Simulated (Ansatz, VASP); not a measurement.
# Two plane-wave programs on Sb

```xyz
6
Lattice="4.1667 0.0000 0.0000 -2.0834 3.6085 0.0000 0.0000 0.0000 12.1470" Properties=species:S:1:pos:R:3 pbc="T T T"
Sb    0.0000    2.4057    1.0120
Sb    2.0834    1.2028    7.0854
Sb    2.0834    1.2028   11.1350
Sb    0.0000    2.4057    5.0615
Sb    0.0000    2.4057    9.1102
Sb    2.0834    1.2028    3.0367
```

Alike in both runs: functional PBE; k mesh 6 × 6 × 2; occupations gaussian, width 0.1 eV; no spin polarisation.

Ansatz relaxed the structure, and its values are those at the end. VASP's run is a single point on that final structure, the one shown.

|  | VASP | Ansatz |
| --- | --- | --- |
| version | VASP 6.6.1 | Ansatz 0.2.0 |
| potentials or method | VASP PAW PBE potentials, release 64 (Sb), cutoff 520 eV | scalar-relativistic, plane waves, PAW |
| valence electrons in the cell | 30 | 90 |

```csv
,VASP,Ansatz,Ansatz less VASP
gap on the k mesh at the Fermi level (eV),none,none,-
pressure (GPa),0.0,0.0,+0.05
```

A gap of «none» marks a metal or a gap that the smearing closes. The functional is the same, so the differences come from potentials, cutoffs and numerics. VASP's potentials hold 30 valence electrons a cell and Ansatz's 90, so a difference there can come from the potentials and not from the codes.

Spin-orbit coupling is off throughout.
